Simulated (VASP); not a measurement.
# Cu (Fm-3m) in VASP: relaxation of cell and atoms with PBE

Aim: the relaxation of cell and atoms of Cu with PBE.

Everything below comes from runs of VASP 6.6.1. Logs are shortened: lines on timing, memory, paths and dates and some standing lists are left out, and cuts for length are marked.

## Step 1: The cell of the first run

The structure is cubic, space group Fm-3m (No. 225). The conventional cell has a = 3.650 Å, b = 3.650 Å, c = 3.650 Å, α = 90.00°, β = 90.00°, γ = 90.00°. Cu (site symmetry m-3m) has 12 Cu at 2.58 Å within 3.4 Å.

## Step 2: Relaxation of cell and atoms, PBE

Contents of INCAR:

```
SYSTEM = Cu
ALGO = Normal
EDIFF = 1E-6
EDIFFG = -0.002
ENCUT = 600
GGA = PE
IBRION = 2
ISIF = 3
ISMEAR = 0
LASPH = .TRUE.
LCHARG = .FALSE.
LREAL = .FALSE.
LWAVE = .FALSE.
NELM = 80
NSW = 100
PREC = Accurate
SIGMA = 0.1
```

Contents of KPOINTS:

```
k-points
0
G
  20 20 20
  0 0 0
```

Contents of POSCAR:

```
Cu
1.0
    0.0000000000      1.8250000000      1.8250000000
    1.8250000000      0.0000000000      1.8250000000
    1.8250000000      1.8250000000      0.0000000000
Cu
1
Direct
    0.0000000000      0.0000000000      0.0000000000
```

Potentials or basis: VASP PAW PBE potentials, release 64 (Cu).

Launch:

```
> cat potpaw_PBE.64/Cu/POTCAR > POTCAR
> mpirun -np 1 vasp_std > vasp.out
```

OUTCAR:

```text
SYSTEM = Cu
   EDIFF = 1E-6
   EDIFFG = -0.002
   ENCUT = 600
   GGA = PE
   IBRION = 2
   ISIF = 3
   ISMEAR = 0
   LASPH = .TRUE.
   LREAL = .FALSE.
   NELM = 80
   NSW = 100
   PREC = Accurate

 ion  position               nearest neighbor table
   1  0.000  0.000  0.000-

  LATTYP: Found a face centered cubic cell.
 ALAT       =     3.6500000000

  Lattice vectors:

 A1 = (   0.0000000000,   1.8250000000,   1.8250000000)
 A2 = (   1.8250000000,   0.0000000000,   1.8250000000)
 A3 = (   1.8250000000,   1.8250000000,   0.0000000000)

Analysis of symmetry for initial positions (statically):
=====================================================================
 Subroutine PRICEL returns:
 Original cell was already a primitive cell.

 Routine SETGRP: Setting up the symmetry group for a
 face centered cubic supercell.

 Subroutine GETGRP returns: Found 48 space group operations
 (whereof 48 operations were pure point group operations)
 out of a pool of 48 trial point group operations.

The static configuration has the point symmetry O_h .

Analysis of symmetry for dynamics (positions and initial velocities):
=====================================================================
 Subroutine PRICEL returns:
 Original cell was already a primitive cell.

 Routine SETGRP: Setting up the symmetry group for a
 face centered cubic supercell.

 Subroutine GETGRP returns: Found 48 space group operations
 (whereof 48 operations were pure point group operations)
 out of a pool of 48 trial point group operations.

The dynamic configuration has the point symmetry O_h .

 Subroutine INISYM returns: Found 48 space group operations
 (whereof 48 operations are pure point group operations),
 and found     1 'primitive' translations

----------------------------------------------------------------------------------------

                                     Primitive cell

  volume of cell :      12.1568

  direct lattice vectors                    reciprocal lattice vectors
     0.000000000  1.825000000  1.825000000    -0.273972603  0.273972603  0.273972603
     1.825000000  0.000000000  1.825000000     0.273972603 -0.273972603  0.273972603
     1.825000000  1.825000000  0.000000000     0.273972603  0.273972603 -0.273972603

  length of vectors
     2.580939751  2.580939751  2.580939751     0.474534468  0.474534468  0.474534468

  position of ions in fractional coordinates (direct lattice)
     0.000000000  0.000000000  0.000000000

  ion indices of the primitive-cell ions
   primitive index   ion index
                 1           1

----------------------------------------------------------------------------------------

 KPOINTS: k-points

Automatic generation of k-mesh.
 Grid dimensions read from file:
 generate k-points for:   20   20   20

 Generating k-lattice:

  Cartesian coordinates                     Fractional coordinates (reciprocal lattice)
    -0.013698630  0.013698630  0.013698630     0.050000000  0.000000000  0.000000000
     0.013698630 -0.013698630  0.013698630     0.000000000  0.050000000  0.000000000
     0.013698630  0.013698630 -0.013698630     0.000000000  0.000000000  0.050000000

  Length of vectors
     0.023726723  0.023726723  0.023726723

  Shift w.r.t. Gamma in fractional coordinates (k-lattice)
     0.000000000  0.000000000  0.000000000

 Subroutine IBZKPT returns following result:
 ===========================================

 Found    256 irreducible k-points:

 Following reciprocal coordinates:
            Coordinates               Weight
  0.000000  0.000000  0.000000      1.000000
  0.050000  0.000000  0.000000      8.000000
  0.100000  0.000000  0.000000      8.000000
  0.150000  0.000000  0.000000      8.000000
  0.200000  0.000000  0.000000      8.000000
  0.250000  0.000000  0.000000      8.000000
[... 16 lines left out ...]
 -0.400000  0.050000  0.000000     24.000000
 -0.350000  0.050000  0.000000     24.000000
 [... further k-points ...]
   k-points           NKPTS =    256   k-points in BZ     NKDIM =    256   number of bands    NBANDS=      9
   number of dos      NEDOS =    301   number of ions     NIONS =      1
   total plane-waves  NPLWV =  13824
   dimension x,y,z NGX =    24 NGY =   24 NGZ =   24
   dimension x,y,z NGXF=    48 NGYF=   48 NGZF=   48
   ions per type =               1
   NGX,Y,Z   is equivalent  to a cutoff of  15.46, 15.46, 15.46 a.u.
   NGXF,Y,Z  is equivalent  to a cutoff of  30.92, 30.92, 30.92 a.u.
 SYSTEM =  Cu
   PREC   = accura    normal or accurate (medium, high low for compatibility)
   ISTART =      0    job   : 0-new  1-cont  2-samecut
   ICHARG =      2    charge: 1-file 2-atom 10-const
   ISPIN  =      1    spin polarized calculation?
   LNONCOLLINEAR =      F non collinear calculations
   LSORBIT =      F    spin-orbit coupling
   LASPH  =      T    aspherical Exc in radial PAW
   ENCUT  =  600.0 eV  44.10 Ry    6.64 a.u.   5.15  5.15  5.15*2*pi/ulx,y,z
   NELM   =     80;   NELMIN=  2; NELMDL= -5     # of ELM steps
   EDIFF  = 0.1E-05   stopping-criterion for ELM
   LREAL  =      F    real-space projection
   EDIFFG = -.2E-02   stopping-criterion for IOM
   NSW    =    100    number of steps for IOM
   IBRION =      2    ionic relax: 0-MD 1-quasi-New 2-CG
   NFREE  =      1    steps in history (QN), initial steepest desc. (CG)
   ISIF   =      3    stress and relaxation
   ISYM   =      2    0-nonsym 1-usesym 2-fastsym
   POTIM  = 0.5000    time-step for ionic-motion
   TEBEG  =    0.0;   TEEND  =   0.0 temperature during run
   PSTRESS=    0.0 pullay stress
   NELECT =      11.0000    total number of electrons
   NUPDOWN=      -1.0000    fix difference up-down
   EMIN   =  10.00;   EMAX   =-10.00  energy-range for DOS
   EFERMI =   0.00;   METHOD = LEGACY
   ISMEAR =     0;   SIGMA  =   0.10  broadening in eV -4-tet -1-fermi 0-gaus
   EFERMI_NEDOS =   21; number of points for ismear=-14 and -15
   IALGO  =     38    algorithm
   IMIX   =      4    mixing-type and parameters
     AMIX     =   0.40;   BMIX     =  1.00
     AMIX_MAG =   1.60;   BMIX_MAG =  1.00
  volume/ion in A,a.u.               =      12.16        82.04
  Fermi-wavevector in a.u.,A,eV,Ry     =   1.583432  2.992253 34.113318  2.507258
  Thomas-Fermi vector in A             =   2.683204
   LORBIT       =      0    0 simple, 1 ext, 2 COOP (PROOUT), +10 PAW based schemes
   GGA     = PE    functional components
   LHFCALC =     F    Hartree Fock is set to
   AEXX    =    0.0000 exact exchange contribution
   IVDW    =     0    specifies the selected vdW correction
   LEPSILON=     F    determine dielectric tensor
   LRPA    =     F    only Hartree local field effects (RPA)
 conjugate gradient relaxation of ions
 non-spin polarized calculation
 Gauss-broadening in eV      SIGMA  =   0.10
  energy-cutoff  :      600.00
  volume of cell :       12.16
 maximum number of plane-waves:       419
 NGX is ok and might be reduce to    24
   NGX = 11   NGY = 11   NGZ = 11

--------------------------------------- Ionic step        1  -------------------------------------------

 number of electron      11.0000000 magnetization

 Free energy of the ion-electron system (eV)
  ---------------------------------------------------
  ext. energy  EPLUGINS =         0.00000000
  ---------------------------------------------------
  free energy    TOTEN  =        -3.72879771 eV

  energy without entropy =       -3.72744011  energy(sigma->0) =       -3.72811891

------------------------ aborting loop because EDIFF is reached ----------------------------------------

  FORCE on cell =-STRESS in cart. coord.  units (eV):
  Direction    XX          YY          ZZ          XY          YZ          ZX
  --------------------------------------------------------------------------------------
  -------------------------------------------------------------------------------------
  Total       -0.1189306     -0.1189306     -0.1189306     -0.0000000      0.0000000     -0.0000000
  in kB      -15.6742121    -15.6742121    -15.6742121     -0.0000000      0.0000000     -0.0000000
  external PRESSURE =     -15.6742121 kB  Pullay stress =       0.0000000 kB
[... 160 lines left out ...]
  energy  without entropy=       -3.7282503254  energy(sigma->0) =       -3.72892055

--------------------------------------- Ionic step        6  -------------------------------------------

 number of electron      10.9999998 magnetization

 Free energy of the ion-electron system (eV)
  ---------------------------------------------------
  ext. energy  EPLUGINS =         0.00000000
  ---------------------------------------------------
  free energy    TOTEN  =        -3.72959138 eV

  energy without entropy =       -3.72825133  energy(sigma->0) =       -3.72892135

 E-fermi :   7.3564     XC(G=0): -12.6302

 val. band max:        7.3358782802   @ k =   0.5000   0.2500   0.1000
 cond. band min:       7.4012352452   @ k =   0.5000   0.3500   0.1500
 fundamental gap:      0.0653569650
 Fermi energy:         7.3564152174

 k-point     1 :       0.0000    0.0000    0.0000
  band No.  band energies     occupation
      1      -1.8435      2.00000
      2       4.4075      2.00000
      3       4.4075      2.00000
      4       4.4075      2.00000
      5       5.2088      2.00000
      6       5.2088      2.00000
      7      29.8444      0.00000
      8      32.3614      0.00000
      9      32.3614      0.00000
[... 265 lines left out ...]
 k-point    24 :      -0.3500    0.0500    0.0000
  band No.  band energies     occupation
      1       1.9369      2.00000
      2       4.4335      2.00000
      3       4.4723      2.00000
      4       4.6092      2.00000
      5       5.5168      2.00000
      6       5.7941      2.00000
      7      14.5673      0.00000
      8      26.9865      0.00000
      9      29.3865      0.00000

 [... further k-points ...]

------------------------ aborting loop because EDIFF is reached ----------------------------------------

  FORCE on cell =-STRESS in cart. coord.  units (eV):
  Direction    XX          YY          ZZ          XY          YZ          ZX
  --------------------------------------------------------------------------------------
  -------------------------------------------------------------------------------------
  Total       -0.0004089     -0.0004089     -0.0004089      0.0000000      0.0000000     -0.0000000
  in kB       -0.0545605     -0.0545605     -0.0545605      0.0000000      0.0000000     -0.0000000
  external PRESSURE =      -0.0545605 kB  Pullay stress =       0.0000000 kB
[... 16 lines left out ...]
  FREE ENERGIE OF THE ION-ELECTRON SYSTEM (eV)
  ---------------------------------------------------
  free  energy   TOTEN  =        -3.7295913758 eV

  energy  without entropy=       -3.7282513319  energy(sigma->0) =       -3.72892135

 reached required accuracy - stopping structural energy minimisation
```

It took 33 s on 1 thread of Intel Xeon 6975P-C (Granite Rapids), shared host; peak memory 0.17 GiB.

Results:

```
Free energy                            : -3.7296 eV
Relaxed volume                         : 12.01 Å³/atom
Relaxed cell                           : a = 2.570 Å, b = 2.570 Å, c = 2.570 Å, α = 60.00°, β = 60.00°, γ = 60.00°
Space group after relaxing (to 0.05 Å) : Fm-3m (No. 225)
Energy gained by relaxing              : 0.8 meV/atom
Ionic steps                            : 6
Pressure after relaxing                : 0.0 GPa
```

The path:
```csv
step,energy change (eV),largest force (eV/Å),pressure (GPa),volume (Å³)
1,0.0000,0.0000,-1.57,12.16
2,-0.0007,0.0000,0.71,11.95
3,-0.0008,0.0000,0.11,12.00
4,-0.0008,0.0000,-0.06,12.01
5,-0.0008,0.0000,-0.04,12.01
6,-0.0008,0.0000,-0.01,12.01
```

Final structure:
```cif
data_structure
_symmetry_space_group_name_H-M 'P 1'
_symmetry_Int_Tables_number 1
_cell_length_a 2.5703
_cell_length_b 2.5703
_cell_length_c 2.5703
_cell_angle_alpha 60.000
_cell_angle_beta 60.000
_cell_angle_gamma 60.000
_cell_volume 12.01
loop_
_atom_site_label
_atom_site_type_symbol
_atom_site_fract_x
_atom_site_fract_y
_atom_site_fract_z
_atom_site_occupancy
Cu1 Cu 0.00000 0.00000 0.00000 1
```

Levels at points of the mesh, in eV from the Fermi level:
```csv
k point,band 2,band 3,band 4,band 5,band 6,band 7,band 8,band 9
"(0.00, 0.00, 0.00)",-2.95,-2.95,-2.95,-2.15,-2.15,22.49,25.00,25.00
"(0.50, 0.00, 0.00)",-2.98,-2.98,-1.59,-1.59,-0.93,3.70,20.99,21.84
"(0.50, 0.50, 0.00)",-4.31,-1.61,-1.45,-1.45,1.54,7.03,12.98,12.98
```
